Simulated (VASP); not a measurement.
# AlNi3 in VASP: a series of runs

AlNi3 is run at these levels: PBEsol; tasks: relaxation of cell and atoms, single point.

All numbers are computed with VASP 6.6.1; they aren't measurements. Logs are shortened: lines on timing, memory, paths and dates and some standing lists are left out, and cuts for length are marked.

## 1. The cell of the first run

Symmetry: Pm-3m, No. 221, cubic system. The conventional cell has a = 3.523 Å, b = 3.523 Å, c = 3.523 Å, α = 90.00°, β = 90.00°, γ = 90.00°. Al (site symmetry m-3m) has 12 Ni at 2.49 Å within 3.3 Å. Ni (site symmetry 4/mmm) has 4 Al at 2.49 Å and 8 Ni at 2.49 Å within 3.3 Å.

## 2. Relaxation of cell and atoms, PBEsol, collinear spin, ferromagnetic start

File INCAR:

```
SYSTEM = AlNi3
PREC = Accurate
ENCUT = 600
EDIFF = 1E-7
ISMEAR = 0
SIGMA = 0.1
LREAL = .FALSE.
LASPH = .TRUE.
NELM = 150
ALGO = Normal
ISIF = 3
LWAVE = .FALSE.
LCHARG = .FALSE.
ISPIN = 2
MAGMOM = 0 0.29 0.29 0.29
LORBIT = 11
LMAXMIX = 4
GGA = PS
IBRION = 2
NSW = 100
EDIFFG = -0.005
```

File KPOINTS:

```
Automatic mesh
0
G
  12 12 12
  0 0 0
```

File POSCAR:

```
AlNi3
1.0
    3.5230547267      0.0000000000      0.0000000000
    0.0000000000      3.5230547267      0.0000000000
    0.0000000000      0.0000000000      3.5230547267
Al Ni
1 3
Direct
    0.0000000000      0.0000000000      0.0000000000
    0.0000000000      0.5000000000      0.5000000000
    0.5000000000      0.0000000000      0.5000000000
    0.5000000000      0.5000000000      0.0000000000
```

Potentials or basis: VASP PAW PBE potentials, release 64 (Al, Ni).

On the command line:

```
cat potpaw_PBE.64/Al/POTCAR potpaw_PBE.64/Ni/POTCAR > POTCAR
mpirun -np 1 vasp_std > vasp.out
```

OUTCAR:

```text
SYSTEM = AlNi3
   PREC = Accurate
   ENCUT = 600
   EDIFF = 1E-7
   ISMEAR = 0
   LREAL = .FALSE.
   LASPH = .TRUE.
   NELM = 150
   ISIF = 3
   ISPIN = 2
   LORBIT = 11
   GGA = PS
   IBRION = 2
   NSW = 100
   EDIFFG = -0.005

 ion  position               nearest neighbor table
   1  0.000  0.000  0.000-   2 2.49   3 2.49   4 2.49   2 2.49   3 2.49   2 2.49   4 2.49   2 2.49
                             3 2.49   4 2.49   3 2.49   4 2.49
   2  0.000  0.500  0.500-   1 2.49   3 2.49   4 2.49   1 2.49   4 2.49   1 2.49   3 2.49   1 2.49
                             3 2.49   4 2.49   4 2.49   3 2.49
   3  0.500  0.000  0.500-   1 2.49   2 2.49   4 2.49   1 2.49   4 2.49   2 2.49   4 2.49   4 2.49
                             1 2.49   2 2.49   1 2.49   2 2.49
   4  0.500  0.500  0.000-   1 2.49   2 2.49   3 2.49   2 2.49   3 2.49   1 2.49   3 2.49   3 2.49
                             1 2.49   2 2.49   2 2.49   1 2.49

  LATTYP: Found a simple cubic cell.
 ALAT       =     3.5230547267

  Lattice vectors:

 A1 = (   3.5230547267,   0.0000000000,   0.0000000000)
 A2 = (   0.0000000000,   3.5230547267,   0.0000000000)
 A3 = (   0.0000000000,   0.0000000000,   3.5230547267)

Analysis of symmetry for initial positions (statically):
=====================================================================
 Subroutine PRICEL returns:
 Original cell was already a primitive cell.

 Routine SETGRP: Setting up the symmetry group for a
 simple cubic supercell.

 Subroutine GETGRP returns: Found 48 space group operations
 (whereof 48 operations were pure point group operations)
 out of a pool of 48 trial point group operations.

The static configuration has the point symmetry O_h .

Analysis of symmetry for dynamics (positions and initial velocities):
=====================================================================
 Subroutine PRICEL returns:
 Original cell was already a primitive cell.

 Routine SETGRP: Setting up the symmetry group for a
 simple cubic supercell.

 Subroutine GETGRP returns: Found 48 space group operations
 (whereof 48 operations were pure point group operations)
 out of a pool of 48 trial point group operations.

The dynamic configuration has the point symmetry O_h .

Analysis of structural, dynamic, and magnetic symmetry:
=====================================================================
 Subroutine PRICEL returns:
 Original cell was already a primitive cell.

 Routine SETGRP: Setting up the symmetry group for a
 simple cubic supercell.

 Subroutine GETGRP returns: Found 48 space group operations
[... 124 lines left out ...]
   IALGO  =     38    algorithm
   IMIX   =      4    mixing-type and parameters
     AMIX     =   0.40;   BMIX     =  1.00
     AMIX_MAG =   1.60;   BMIX_MAG =  1.00
  volume/ion in A,a.u.               =      10.93        73.77
  Fermi-wavevector in a.u.,A,eV,Ry     =   1.490482  2.816603 30.225843  2.221537
  Thomas-Fermi vector in A             =   2.603258
   LORBIT       =     11    0 simple, 1 ext, 2 COOP (PROOUT), +10 PAW based schemes
   GGA     = PS    functional components
   LHFCALC =     F    Hartree Fock is set to
   AEXX    =    0.0000 exact exchange contribution
   IVDW    =     0    specifies the selected vdW correction
   LEPSILON=     F    determine dielectric tensor
   LRPA    =     F    only Hartree local field effects (RPA)
 conjugate gradient relaxation of ions
 spin polarized calculation
 Gauss-broadening in eV      SIGMA  =   0.10
  energy-cutoff  :      600.00
  volume of cell :       43.73
 maximum number of plane-waves:      1492
   NGX = 15   NGY = 15   NGZ = 15

--------------------------------------- Ionic step        1  -------------------------------------------

 number of electron      32.9999980 magnetization       0.6615110

 Free energy of the ion-electron system (eV)
  ---------------------------------------------------
  ext. energy  EPLUGINS =         0.00000000
  ---------------------------------------------------
  free energy    TOTEN  =       -24.29977264 eV

  energy without entropy =      -24.28243739  energy(sigma->0) =      -24.29110502

------------------------ aborting loop because EDIFF is reached ----------------------------------------

  FORCE on cell =-STRESS in cart. coord.  units (eV):
  Direction    XX          YY          ZZ          XY          YZ          ZX
  --------------------------------------------------------------------------------------
  -------------------------------------------------------------------------------------
  Total       -0.1776227     -0.1776227     -0.1776227      0.0000000     -0.0000000      0.0000000
  in kB       -6.5080512     -6.5080512     -6.5080512      0.0000000     -0.0000000      0.0000000
  external PRESSURE =      -6.5080512 kB  Pullay stress =       0.0000000 kB
[... 63 lines left out ...]
--------------------------------------- Ionic step        3  -------------------------------------------

 number of electron      32.9999980 magnetization       0.6582705

 Free energy of the ion-electron system (eV)
  ---------------------------------------------------
  ext. energy  EPLUGINS =         0.00000000
  ---------------------------------------------------
  free energy    TOTEN  =       -24.30007008 eV

  energy without entropy =      -24.28272457  energy(sigma->0) =      -24.29139732

 E-fermi :   9.8115     XC(G=0): -13.0216

 val. band max:        9.8037564244   @ k =   0.5000   0.3333   0.2500
 cond. band min:       9.8139875446   @ k =   0.5000   0.4167   0.4167
 fundamental gap:      0.0102311203
 Fermi energy:         9.8115463501

 spin component 1

 k-point     1 :       0.0000    0.0000    0.0000
  band No.  band energies     occupation
      1      -0.3851      1.00000
      2       5.3158      1.00000
      3       6.0022      1.00000
      4       6.0022      1.00000
      5       6.3761      1.00000
      6       6.3761      1.00000
[... 541 lines left out ...]
     19      12.0568      0.00000
     20      15.9790      0.00000

 [... further k-points ...]

 spin component 2

 k-point     1 :       0.0000    0.0000    0.0000
  band No.  band energies     occupation
      1      -0.4055      1.00000
      2       5.4016      1.00000
      3       6.1427      1.00000
      4       6.1427      1.00000
      5       6.6286      1.00000
      6       6.6286      1.00000
[... 574 lines left out ...]
  FREE ENERGIE OF THE ION-ELECTRON SYSTEM (eV)
  ---------------------------------------------------
  free  energy   TOTEN  =       -24.3000700768 eV

  energy  without entropy=      -24.2827245715  energy(sigma->0) =      -24.29139732

 reached required accuracy - stopping structural energy minimisation

 total charge

# of ion       s       p       d       tot
------------------------------------------
    1        0.410   0.406   0.000   0.815
    2        0.512   0.553   8.398   9.462
    3        0.512   0.553   8.398   9.462
    4        0.512   0.553   8.398   9.462
--------------------------------------------------
tot          1.946   2.063  25.194  29.202

 magnetization (x)

# of ion       s       p       d       tot
------------------------------------------
    1       -0.001  -0.007   0.000  -0.008
    2       -0.003  -0.008   0.244   0.233
    3       -0.003  -0.008   0.244   0.233
    4       -0.003  -0.008   0.244   0.233
--------------------------------------------------
tot         -0.009  -0.033   0.731   0.690
```

OSZICAR:

```text
N       E                     dE             d eps       ncg     rms          rms(c)
DAV:   1     0.204053770247E+03    0.20405E+03   -0.16135E+04  6728   0.235E+03
DAV:   2    -0.172870703678E+02   -0.22134E+03   -0.21419E+03  6732   0.393E+02
[... 35 lines left out ...]
DAV:   5    -0.243000693523E+02    0.98710E-05   -0.24429E-05  8708   0.628E-02    0.132E-02
DAV:   6    -0.243000687717E+02    0.58064E-06   -0.48816E-06  8612   0.263E-02    0.621E-03
DAV:   7    -0.243000697207E+02   -0.94901E-06   -0.10330E-06  6896   0.117E-02    0.222E-03
DAV:   8    -0.243000699417E+02   -0.22103E-06   -0.57847E-08  3624   0.357E-03    0.979E-04
DAV:   9    -0.243000700633E+02   -0.12155E-06   -0.11155E-08  3436   0.127E-03    0.363E-04
DAV:  10    -0.243000700768E+02   -0.13549E-07   -0.55652E-09  3432   0.916E-04
   3 F= -.24300070E+02 E0= -.24291397E+02  d E =-.297433E-03  mag=     0.6583
```

Wall time 4.1 min (1 thread of Intel Xeon Platinum 8488C (Sapphire Rapids), shared host); peak memory 0.27 GiB.

Results:

| Quantity | Value |
| --- | --- |
| Free energy | -24.3001 eV |
| Relaxed volume | 10.90 Å³/atom |
| Relaxed cell | a = 3.519 Å, b = 3.519 Å, c = 3.519 Å, α = 90.00°, β = 90.00°, γ = 90.00° |
| Space group after relaxing (to 0.1 Å) | Pm-3m (No. 221) |
| Energy gained by relaxing | 0.1 meV/atom |
| Ionic steps | 3 |
| Pressure after relaxing | 0.0 GPa |
| Net moment | 0.66 μB per cell |
| Site moments | Al -0.01; Ni +0.23 μB |
| Valence electrons inside the program's atomic spheres | Al 0.81; Ni 9.46 |

The path:
```csv
step,energy change (eV),largest force (eV/Å),pressure (GPa),volume (Å³)
1,0.0000,0.0000,-0.65,43.73
2,0.0000,0.0000,0.65,43.45
3,-0.0003,0.0000,0.01,43.58
```

Final structure:
```cif
data_structure
_symmetry_space_group_name_H-M 'P 1'
_symmetry_Int_Tables_number 1
_cell_length_a 3.5191
_cell_length_b 3.5191
_cell_length_c 3.5191
_cell_angle_alpha 90.000
_cell_angle_beta 90.000
_cell_angle_gamma 90.000
_cell_volume 43.58
loop_
_atom_site_label
_atom_site_type_symbol
_atom_site_fract_x
_atom_site_fract_y
_atom_site_fract_z
_atom_site_occupancy
Al1 Al 0.00000 0.00000 0.00000 1
Ni1 Ni 0.00000 0.50000 0.50000 1
Ni2 Ni 0.50000 0.00000 0.50000 1
Ni3 Ni 0.50000 0.50000 0.00000 1
```

Caveat: the PAW data sets were made with another functional, which shifts forces and pressure a little.

## 3. Single point, PBEsol, collinear spin, ferromagnetic start (uniaxial strain along a: -1.0 %, then relaxed in part)

File INCAR:

```
ALGO = Normal
EDIFF = 1E-6
ENCUT = 520
GGA = PS
ISIF = 2
ISMEAR = 0
ISPIN = 2
LASPH = T
LCHARG = F
LMAXMIX = 4
LORBIT = 11
LREAL = F
LWAVE = F
MAGMOM = 0 0.28 0.28 0.28
NBANDS = 28
NELM = 150
PREC = Accurate
SIGMA = 0.1
```

File KPOINTS:

```
k-points
0
Gamma
  14 14 14
```

File POSCAR:

```
AlNi3
1.0
    3.4839013859      0.0000000000      0.0000000000
    0.0000000000      3.5330521217      0.0000000000
    0.0000000000      0.0000000000      3.5330521217
Al Ni
1 3
Direct
    0.0000000000      0.0000000000      0.0000000000
    0.0000000000      0.5000000000      0.5000000000
    0.5000000000      0.0000000000      0.5000000000
    0.5000000000      0.5000000000      0.0000000000
```

Potentials or basis: VASP PAW PBE potentials, release 64 (Al, Ni).

On the command line:

```
cat potpaw_PBE.64/Al/POTCAR potpaw_PBE.64/Ni/POTCAR > POTCAR
mpirun -np 1 vasp_std > vasp.out
```

It took 13 min on 1 thread of Oxide Virtual Turin-like, shared host; peak memory 0.51 GiB.

It converged, with:

- Free energy: -24.2983 eV
- Pressure: 0.6 GPa
- Net moment: 0.66 μB per cell
- Site moments: Al -0.01; Ni +0.24, +0.23 (each value once) μB
- Valence electrons inside the program's atomic spheres: Al 0.82; Ni 9.46, 9.47 (each value once)

Stress tensor (GPa, compression positive):
```
1.46 0.00 0.00
0.00 0.13 0.00
0.00 0.00 0.13
```

Levels at points of the mesh, in eV from the Fermi level:
Spin up:
```csv
k point,band 14,band 15,band 16,band 17,band 18,band 19,band 20,band 21
"(0.00, 0.00, 0.00)",-0.07,-0.02,-0.02,0.77,0.77,1.08,6.66,6.83
"(0.50, 0.00, 0.00)",-1.15,-1.06,-0.52,-0.07,5.63,5.63,5.72,5.72
"(0.00, 0.50, 0.00)",-1.21,-1.07,-0.48,-0.02,5.57,5.58,5.81,5.84
"(0.50, 0.50, 0.00)",-1.21,-0.98,-0.97,-0.58,0.93,0.94,8.22,8.31
"(0.00, 0.50, 0.50)",-1.24,-1.01,-1.01,-0.59,0.88,0.88,8.45,8.45
"(0.50, 0.50, 0.50)",-1.12,-1.06,-0.26,-0.23,-0.23,-0.20,3.66,4.17
```
Spin down:
| k point | band 13 | band 14 | band 15 | band 16 | band 17 | band 18 | band 19 | band 20 |
| --- | --- | --- | --- | --- | --- | --- | --- | --- |
| (0.00, 0.00, 0.00) | 0.02 | 0.30 | 0.36 | 0.36 | 0.75 | 0.75 | 1.06 | 6.75 |
| (0.50, 0.00, 0.00) | -1.01 | -1.00 | -0.84 | -0.34 | 0.30 | 5.68 | 5.68 | 5.78 |
| (0.00, 0.50, 0.00) | -0.97 | -0.95 | -0.85 | -0.29 | 0.36 | 5.63 | 5.63 | 5.87 |
| (0.50, 0.50, 0.00) | -1.13 | -1.09 | -0.79 | -0.63 | -0.45 | 1.19 | 1.19 | 8.26 |
| (0.00, 0.50, 0.50) | -1.18 | -1.12 | -0.83 | -0.66 | -0.46 | 1.13 | 1.13 | 8.50 |
| (0.50, 0.50, 0.50) | -1.16 | -0.95 | -0.88 | -0.27 | 0.09 | 0.09 | 0.12 | 3.75 |

Caveat: the cell differs from its parent crystal (uniaxial strain along a: -1.0 %, then relaxed in part); the PAW data sets were made with another functional, which shifts forces and pressure a little.

## 4. Single point, PBEsol, collinear spin, ferromagnetic start (biaxial strain in the a-b plane: -3.0 %)

File INCAR:

```
SYSTEM = AlNi3
PREC = Accurate
ENCUT = 520
EDIFF = 1E-6
ISMEAR = 0
SIGMA = 0.1
LREAL = .False.
LASPH = .True.
NELM = 150
ALGO = Normal
ISIF = 2
LWAVE = .False.
LCHARG = .False.
ISPIN = 2
MAGMOM = 0 0.28 0.28 0.28
LORBIT = 11
LMAXMIX = 4
GGA = PS
NBANDS = 28
```

File KPOINTS:

```
Automatic mesh
0
Gamma
  14 14 14
  0 0 0
```

File POSCAR:

```
AlNi3
1.0
    3.4135195398      0.0000000000      0.0000000000
    0.0000000000      3.4135195398      0.0000000000
    0.0000000000      0.0000000000      3.5824359706
Al Ni
1 3
Direct
    0.0000000000      0.0000000000      0.0000000000
    0.0000000000      0.5000000000      0.5000000000
    0.5000000000      0.0000000000      0.5000000000
    0.5000000000      0.5000000000      0.0000000000
```

On the command line:

```
cat potpaw_PBE.64/Al/POTCAR potpaw_PBE.64/Ni/POTCAR > POTCAR
mpirun -np 1 vasp_std > vasp.out
```

Run time: 15 min. Hardware: 1 thread of Oxide Virtual Turin-like, shared host; peak memory 0.51 GiB.

Results (log left out):

```yaml
Free_energy: -24.2222 eV
Pressure: 9.8 GPa
Net_moment: 0.56 μB per cell
Site_moments: Al -0.01; Ni +0.20, +0.19 (each value once) μB
Valence_electrons_inside_the_program's_atomic_spheres: Al 0.84; Ni 9.54, 9.56 (each value once)
```

Stress tensor (GPa, compression positive):
```
11.75  0.00  0.00
 0.00 11.75  0.00
 0.00  0.00  5.81
```

Levels at points of the mesh, in eV from the Fermi level:
Spin up:
```tsv
k point	band 13	band 14	band 15	band 16	band 17	band 18	band 19	band 20	band 21	band 22
(0.00, 0.00, 0.00)	-0.22	-0.06	-0.06	0.15	0.18	1.25	1.25	6.51	7.33	8.25
(0.50, 0.00, 0.00)	-1.29	-1.17	-1.08	-0.56	-0.05	5.30	5.56	6.19	6.40	6.47
(0.50, 0.50, 0.00)	-1.32	-1.21	-0.92	-0.91	-0.57	1.13	1.13	8.12	8.12	8.44
(0.00, 0.00, 0.50)	-1.17	-1.17	-1.11	-0.38	0.16	5.87	5.87	6.03	6.03	6.92
(0.50, 0.00, 0.50)	-1.37	-1.25	-1.05	-1.05	-0.62	0.93	0.95	8.61	8.92	8.98
(0.50, 0.50, 0.50)	-1.35	-1.26	-1.00	-0.32	-0.25	-0.16	-0.16	3.96	4.24	4.53
```
Spin down:
| k point | band 13 | band 14 | band 15 | band 16 | band 17 | band 18 | band 19 | band 20 |
| --- | --- | --- | --- | --- | --- | --- | --- | --- |
| (0.00, 0.00, 0.00) | 0.00 | 0.16 | 0.27 | 0.27 | 0.47 | 1.24 | 1.24 | 6.59 |
| (0.50, 0.00, 0.00) | -1.06 | -1.04 | -0.90 | -0.40 | 0.27 | 5.35 | 5.61 | 6.23 |
| (0.50, 0.50, 0.00) | -1.17 | -1.12 | -0.76 | -0.62 | -0.47 | 1.35 | 1.35 | 8.17 |
| (0.00, 0.00, 0.50) | -0.94 | -0.94 | -0.93 | -0.22 | 0.47 | 5.91 | 5.91 | 6.08 |
| (0.50, 0.00, 0.50) | -1.22 | -1.12 | -0.90 | -0.75 | -0.50 | 1.15 | 1.17 | 8.65 |
| (0.50, 0.50, 0.50) | -1.22 | -1.12 | -0.85 | -0.32 | 0.03 | 0.12 | 0.12 | 4.04 |

Caveat: the cell differs from its parent crystal (biaxial strain in the a-b plane: -3.0 %); the stress differs along the axes, from 6 to 12 GPa; the PAW data sets were made with another functional, which shifts forces and pressure a little.

## 5. Summary

| task | cell | k mesh | cutoff (eV) | gap on the mesh (eV) | pressure (GPa) | moment (μB) |
| --- | --- | --- | --- | --- | --- | --- |
| relaxation of cell and atoms | relaxed from a = 3.523 Å, 4 atoms | 12 × 12 × 12 | 600 | none | 0.0 | 0.66 |
| single point | a = 3.484, b = 3.533, c = 3.533 Å, 4 atoms | 14 × 14 × 14 | 520 | none | 0.6 | 0.66 |
| single point | a = 3.414, b = 3.414, c = 3.582 Å, 4 atoms | 14 × 14 × 14 | 520 | none | 9.8 | 0.56 |

Alike in all rows: level PBEsol; potentials or basis VASP PAW PBE potentials, release 64 (Al, Ni); spin collinear, ferromagnetic start; smearing gaussian 0.1 eV.

Caveats: the PAW data sets were made with another functional, which shifts forces and pressure a little; the stress differs along the axes, from 6 to 12 GPa (at least some runs).

Total energies depend on the potentials used, so only differences within one code and one set of settings carry meaning.
